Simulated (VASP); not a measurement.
# TiN (Fm-3m) in VASP: single point with PBE

Aim: the single point of TiN with PBE.

Everything below comes from runs of VASP 6.6.1. Logs are shortened: lines on timing, memory, paths and dates and some standing lists are left out, and cuts for length are marked.

## Step 1: The cell of the first run

Symmetry: Fm-3m, No. 225, cubic system. Conventional cell: a = 4.272 Å, b = 4.272 Å, c = 4.272 Å, α = 90.00°, β = 90.00°, γ = 90.00°. Ti (site symmetry m-3m) has 6 N at 2.14 Å within 2.8 Å. Within 2.8 Å of N (site symmetry m-3m) lie 6 Ti at 2.14 Å.

## Step 2: Single point, PBE, collinear spin, ferromagnetic start

INCAR

```
SYSTEM = TiN
PREC = Accurate
ENCUT = 520
EDIFF = 1E-6
ISMEAR = 0
SIGMA = 0.1
LREAL = .FALSE.
LASPH = .TRUE.
NELM = 150
ALGO = Normal
ISIF = 2
LWAVE = .FALSE.
LCHARG = .FALSE.
ISPIN = 2
MAGMOM = 1 0
LORBIT = 11
LMAXMIX = 4
GGA = PE
NBANDS = 20
```

KPOINTS

```
regular mesh
0
G
  8 8 8
  0 0 0
```

POSCAR

```
TiN
1.0
    0.0000000000      2.1360374309      2.1360374309
    2.1360374309      0.0000000000      2.1360374309
    2.1360374309      2.1360374309      0.0000000000
Ti N
1 1
Direct
    0.0000000000      0.0000000000      0.0000000000
    0.5000000000      0.5000000000      0.5000000000
```

Potentials or basis: VASP PAW PBE potentials, release 64 (Ti_sv, N).

Started as:

```console
$ cat potpaw_PBE.64/Ti_sv/POTCAR potpaw_PBE.64/N/POTCAR > POTCAR
$ mpirun -np 1 vasp_std > vasp.out
```

OUTCAR:

```text
SYSTEM = TiN
   PREC = Accurate
   ENCUT = 520
   EDIFF = 1E-6
   ISMEAR = 0
   LREAL = .FALSE.
   LASPH = .TRUE.
   NELM = 150
   ISIF = 2
   ISPIN = 2
   LORBIT = 11
   GGA = PE

 ion  position               nearest neighbor table
   1  0.000  0.000  0.000-   2 2.14   2 2.14   2 2.14   2 2.14   2 2.14   2 2.14
   2  0.500  0.500  0.500-   1 2.14   1 2.14   1 2.14   1 2.14   1 2.14   1 2.14

  LATTYP: Found a face centered cubic cell.
 ALAT       =     4.2720748618

  Lattice vectors:

 A1 = (   0.0000000000,   2.1360374309,   2.1360374309)
 A2 = (   2.1360374309,   0.0000000000,   2.1360374309)
 A3 = (   2.1360374309,   2.1360374309,   0.0000000000)

Analysis of symmetry for initial positions (statically):
=====================================================================
 Subroutine PRICEL returns:
 Original cell was already a primitive cell.

 Routine SETGRP: Setting up the symmetry group for a
 face centered cubic supercell.

 Subroutine GETGRP returns: Found 48 space group operations
 (whereof 48 operations were pure point group operations)
 out of a pool of 48 trial point group operations.

The static configuration has the point symmetry O_h .

Analysis of symmetry for dynamics (positions and initial velocities):
=====================================================================
 Subroutine PRICEL returns:
 Original cell was already a primitive cell.

 Routine SETGRP: Setting up the symmetry group for a
 face centered cubic supercell.

 Subroutine GETGRP returns: Found 48 space group operations
 (whereof 48 operations were pure point group operations)
 out of a pool of 48 trial point group operations.

The dynamic configuration has the point symmetry O_h .

Analysis of structural, dynamic, and magnetic symmetry:
=====================================================================
 Subroutine PRICEL returns:
 Original cell was already a primitive cell.

 Routine SETGRP: Setting up the symmetry group for a
 face centered cubic supercell.

 Subroutine GETGRP returns: Found 48 space group operations
 (whereof 48 operations were pure point group operations)
 out of a pool of 48 trial point group operations.

The overall configuration has the point symmetry O_h .

 Subroutine INISYM returns: Found 48 space group operations
 (whereof 48 operations are pure point group operations),
 and found     1 'primitive' translations

----------------------------------------------------------------------------------------

                                     Primitive cell

  volume of cell :      19.4920

  direct lattice vectors                    reciprocal lattice vectors
     0.000000000  2.136037431  2.136037431    -0.234078295  0.234078295  0.234078295
     2.136037431  0.000000000  2.136037431     0.234078295 -0.234078295  0.234078295
     2.136037431  2.136037431  0.000000000     0.234078295  0.234078295 -0.234078295

  length of vectors
     3.020813105  3.020813105  3.020813105     0.405435500  0.405435500  0.405435500

  position of ions in fractional coordinates (direct lattice)
     0.000000000  0.000000000  0.000000000
     0.500000000  0.500000000  0.500000000

  ion indices of the primitive-cell ions
   primitive index   ion index
                 1           1
                 2           2

----------------------------------------------------------------------------------------

 KPOINTS: regular mesh

Automatic generation of k-mesh.
 Grid dimensions read from file:
 generate k-points for:    8    8    8

 Generating k-lattice:

  Cartesian coordinates                     Fractional coordinates (reciprocal lattice)
    -0.029259787  0.029259787  0.029259787     0.125000000  0.000000000  0.000000000
     0.029259787 -0.029259787  0.029259787     0.000000000  0.125000000  0.000000000
     0.029259787  0.029259787 -0.029259787     0.000000000  0.000000000  0.125000000

  Length of vectors
     0.050679437  0.050679437  0.050679437

  Shift w.r.t. Gamma in fractional coordinates (k-lattice)
     0.000000000  0.000000000  0.000000000

 Subroutine IBZKPT returns following result:
 ===========================================

 Found     29 irreducible k-points:

 Following reciprocal coordinates:
            Coordinates               Weight
  0.000000  0.000000  0.000000      1.000000
  0.125000  0.000000  0.000000      8.000000
  0.250000  0.000000  0.000000      8.000000
  0.375000  0.000000  0.000000      8.000000
  0.500000  0.000000  0.000000      4.000000
  0.125000  0.125000  0.000000      6.000000
[... 16 lines left out ...]
  0.500000  0.250000  0.125000     48.000000
 -0.375000  0.250000  0.125000     24.000000
 [... further k-points ...]
   k-points           NKPTS =     29   k-points in BZ     NKDIM =     29   number of bands    NBANDS=     20
   number of dos      NEDOS =    301   number of ions     NIONS =      2
   total plane-waves  NPLWV =  13824
   dimension x,y,z NGX =    24 NGY =   24 NGZ =   24
   dimension x,y,z NGXF=    48 NGYF=   48 NGZF=   48
   ions per type =               1   1
   NGX,Y,Z   is equivalent  to a cutoff of  13.21, 13.21, 13.21 a.u.
   NGXF,Y,Z  is equivalent  to a cutoff of  26.42, 26.42, 26.42 a.u.
 SYSTEM =  TiN
   PREC   = accura    normal or accurate (medium, high low for compatibility)
   ISTART =      0    job   : 0-new  1-cont  2-samecut
   ICHARG =      2    charge: 1-file 2-atom 10-const
   ISPIN  =      2    spin polarized calculation?
   LNONCOLLINEAR =      F non collinear calculations
   LSORBIT =      F    spin-orbit coupling
   LASPH  =      T    aspherical Exc in radial PAW
   ENCUT  =  520.0 eV  38.22 Ry    6.18 a.u.   5.62  5.62  5.62*2*pi/ulx,y,z
   NELM   =    150;   NELMIN=  2; NELMDL= -5     # of ELM steps
   EDIFF  = 0.1E-05   stopping-criterion for ELM
   LREAL  =      F    real-space projection
   EDIFFG = 0.1E-04   stopping-criterion for IOM
   NSW    =      0    number of steps for IOM
   IBRION =     -1    ionic relax: 0-MD 1-quasi-New 2-CG
   NFREE  =      0    steps in history (QN), initial steepest desc. (CG)
   ISIF   =      2    stress and relaxation
   ISYM   =      2    0-nonsym 1-usesym 2-fastsym
   POTIM  = 0.5000    time-step for ionic-motion
   TEBEG  =    0.0;   TEEND  =   0.0 temperature during run
   PSTRESS=    0.0 pullay stress
   NELECT =      17.0000    total number of electrons
   NUPDOWN=      -1.0000    fix difference up-down
   EMIN   =  10.00;   EMAX   =-10.00  energy-range for DOS
   EFERMI =   0.00;   METHOD = LEGACY
   ISMEAR =     0;   SIGMA  =   0.10  broadening in eV -4-tet -1-fermi 0-gaus
   EFERMI_NEDOS =   21; number of points for ismear=-14 and -15
   IALGO  =     38    algorithm
   IMIX   =      4    mixing-type and parameters
     AMIX     =   0.40;   BMIX     =  1.00
     AMIX_MAG =   1.60;   BMIX_MAG =  1.00
  volume/ion in A,a.u.               =       9.75        65.77
  Fermi-wavevector in a.u.,A,eV,Ry     =   1.564128  2.955773 33.286603  2.446496
  Thomas-Fermi vector in A             =   2.666797
   LORBIT       =     11    0 simple, 1 ext, 2 COOP (PROOUT), +10 PAW based schemes
   GGA     = PE    functional components
   LHFCALC =     F    Hartree Fock is set to
   AEXX    =    0.0000 exact exchange contribution
   IVDW    =     0    specifies the selected vdW correction
   LEPSILON=     F    determine dielectric tensor
   LRPA    =     F    only Hartree local field effects (RPA)
 spin polarized calculation
 Gauss-broadening in eV      SIGMA  =   0.10
  energy-cutoff  :      520.00
  volume of cell :       19.49
 maximum number of plane-waves:       544
 NGX is ok and might be reduce to    24
   NGX = 11   NGY = 11   NGZ = 11

 number of electron      17.0000003 magnetization      -0.0000377

 number of electron      17.0000003 magnetization       0.0000079

 Free energy of the ion-electron system (eV)
  ---------------------------------------------------
  ext. energy  EPLUGINS =         0.00000000
  ---------------------------------------------------
  free energy    TOTEN  =       -19.62444822 eV

  energy without entropy =      -19.61583310  energy(sigma->0) =      -19.62014066

 E-fermi :  11.1761     XC(G=0): -12.9017

 val. band max:       11.1374249470   @ k =   0.1250   0.0000   0.0000
 cond. band min:      11.1768359186   @ k =   0.3750   0.1250   0.0000
 fundamental gap:      0.0394109716
 Fermi energy:        11.1761017353

 spin component 1

 k-point     1 :       0.0000    0.0000    0.0000
  band No.  band energies     occupation
      1     -46.7317      1.00000
      2     -22.7265      1.00000
      3     -22.7265      1.00000
      4     -22.7265      1.00000
      5      -5.8135      1.00000
      6       9.1394      1.00000
[... 12 lines left out ...]
     19      37.7707      0.00000
     20      37.7707      0.00000

 k-point     2 :       0.1250    0.0000    0.0000
  band No.  band energies     occupation
      1     -46.7189      1.00000
      2     -22.8172      1.00000
      3     -22.7342      1.00000
      4     -22.7342      1.00000
      5      -5.5268      1.00000
      6       7.7935      1.00000
[... 12 lines left out ...]
     19      35.3211      0.00000
     20      35.3211      0.00000

 k-point     3 :       0.2500    0.0000    0.0000
  band No.  band energies     occupation
      1     -46.6879      1.00000
      2     -23.0305      1.00000
      3     -22.7528      1.00000
      4     -22.7528      1.00000
      5      -4.7760      1.00000
      6       5.6974      1.00000
[... 12 lines left out ...]
     19      34.5490      0.00000
     20      34.5490      0.00000

 k-point     4 :       0.3750    0.0000    0.0000
  band No.  band energies     occupation
      1     -46.6567      1.00000
      2     -23.2367      1.00000
      3     -22.7713      1.00000
      4     -22.7713      1.00000
      5      -3.8892      1.00000
      6       3.9442      1.00000
[... 429 lines left out ...]
 k-point    23 :       0.5000    0.2500    0.1250
  band No.  band energies     occupation
      1     -46.6399      1.00000
      2     -23.1769      1.00000
      3     -22.9116      1.00000
      4     -22.8112      1.00000
      5      -3.9401      1.00000
      6       4.3748      1.00000
[... 12 lines left out ...]
     19      35.6834      0.00000
     20      37.1990      0.00000

 k-point    24 :      -0.3750    0.2500    0.1250
  band No.  band energies     occupation
      1     -46.6296      1.00000
      2     -23.2234      1.00000
      3     -22.9255      1.00000
      4     -22.8285      1.00000
      5      -3.7203      1.00000
      6       4.1460      1.00000
[... 12 lines left out ...]
     19      34.1049      0.00000
     20      38.1203      0.00000

 [... further k-points ...]

 spin component 2

 k-point     1 :       0.0000    0.0000    0.0000
  band No.  band energies     occupation
      1     -46.7317      1.00000
      2     -22.7265      1.00000
      3     -22.7265      1.00000
      4     -22.7265      1.00000
      5      -5.8134      1.00000
      6       9.1394      1.00000
[... 12 lines left out ...]
     19      37.7708      0.00000
     20      37.7708      0.00000

 k-point     2 :       0.1250    0.0000    0.0000
  band No.  band energies     occupation
      1     -46.7189      1.00000
      2     -22.8172      1.00000
      3     -22.7343      1.00000
      4     -22.7343      1.00000
      5      -5.5267      1.00000
      6       7.7936      1.00000
[... 12 lines left out ...]
     19      35.3212      0.00000
     20      35.3212      0.00000

 k-point     3 :       0.2500    0.0000    0.0000
  band No.  band energies     occupation
      1     -46.6880      1.00000
      2     -23.0306      1.00000
      3     -22.7528      1.00000
      4     -22.7528      1.00000
      5      -4.7759      1.00000
      6       5.6975      1.00000
[... 12 lines left out ...]
     19      34.5490      0.00000
     20      34.5490      0.00000

 k-point     4 :       0.3750    0.0000    0.0000
  band No.  band energies     occupation
      1     -46.6568      1.00000
      2     -23.2367      1.00000
      3     -22.7713      1.00000
      4     -22.7713      1.00000
      5      -3.8892      1.00000
      6       3.9443      1.00000
[... 429 lines left out ...]
 k-point    23 :       0.5000    0.2500    0.1250
  band No.  band energies     occupation
      1     -46.6400      1.00000
      2     -23.1769      1.00000
      3     -22.9117      1.00000
      4     -22.8113      1.00000
      5      -3.9401      1.00000
      6       4.3748      1.00000
[... 12 lines left out ...]
     19      35.6835      0.00000
     20      37.1991      0.00000

 k-point    24 :      -0.3750    0.2500    0.1250
  band No.  band energies     occupation
      1     -46.6296      1.00000
      2     -23.2235      1.00000
      3     -22.9256      1.00000
      4     -22.8286      1.00000
      5      -3.7203      1.00000
      6       4.1461      1.00000
[... 12 lines left out ...]
     19      34.1050      0.00000
     20      38.1204      0.00000

 [... further k-points ...]

------------------------ aborting loop because EDIFF is reached ----------------------------------------

  FORCE on cell =-STRESS in cart. coord.  units (eV):
  Direction    XX          YY          ZZ          XY          YZ          ZX
  --------------------------------------------------------------------------------------
  -------------------------------------------------------------------------------------
  Total       -0.5039244     -0.5039244     -0.5039244      0.0000000      0.0000000      0.0000000
  in kB      -41.4208872    -41.4208872    -41.4208872      0.0000000      0.0000000      0.0000000
  external PRESSURE =     -41.4208872 kB  Pullay stress =       0.0000000 kB

 VOLUME and BASIS-vectors are now :
 -----------------------------------------------------------------------------
  energy-cutoff  :      520.00
  volume of cell :       19.49
      direct lattice vectors                 reciprocal lattice vectors
     0.000000000  2.136037431  2.136037431    -0.234078295  0.234078295  0.234078295
     2.136037431  0.000000000  2.136037431     0.234078295 -0.234078295  0.234078295
     2.136037431  2.136037431  0.000000000     0.234078295  0.234078295 -0.234078295

 POSITION                                       TOTAL-FORCE (eV/Angst)
 -----------------------------------------------------------------------------------
      0.00000      0.00000      0.00000         0.000000      0.000000     -0.000000
      2.13604      2.13604      2.13604        -0.000000      0.000000      0.000000
 -----------------------------------------------------------------------------------
    total drift:                                0.000000     -0.000000     -0.000000

  FREE ENERGIE OF THE ION-ELECTRON SYSTEM (eV)
  ---------------------------------------------------
  free  energy   TOTEN  =       -19.6244482213 eV

  energy  without entropy=      -19.6158331003  energy(sigma->0) =      -19.62014066

 total charge

# of ion       s       p       d       tot
------------------------------------------
    1        2.179   6.216   1.948  10.343
    2        1.245   2.493   0.000   3.738
--------------------------------------------------
tot          3.424   8.709   1.948  14.082

 magnetization (x)

# of ion       s       p       d       tot
------------------------------------------
    1        0.000  -0.000  -0.000  -0.000
    2       -0.000   0.000   0.000   0.000
--------------------------------------------------
tot         -0.000   0.000  -0.000  -0.000
```

Wall time 18 s (1 thread of Intel Xeon Platinum 8488C (Sapphire Rapids), shared host); peak memory 0.15 GiB.

Results:

| Item | Value |
| --- | --- |
| Free energy | -19.6244 eV |
| Pressure | -4.1 GPa |
| Net moment | 0.00 μB per cell |
| Valence electrons inside the program's atomic spheres | Ti 10.34; N 3.74 |
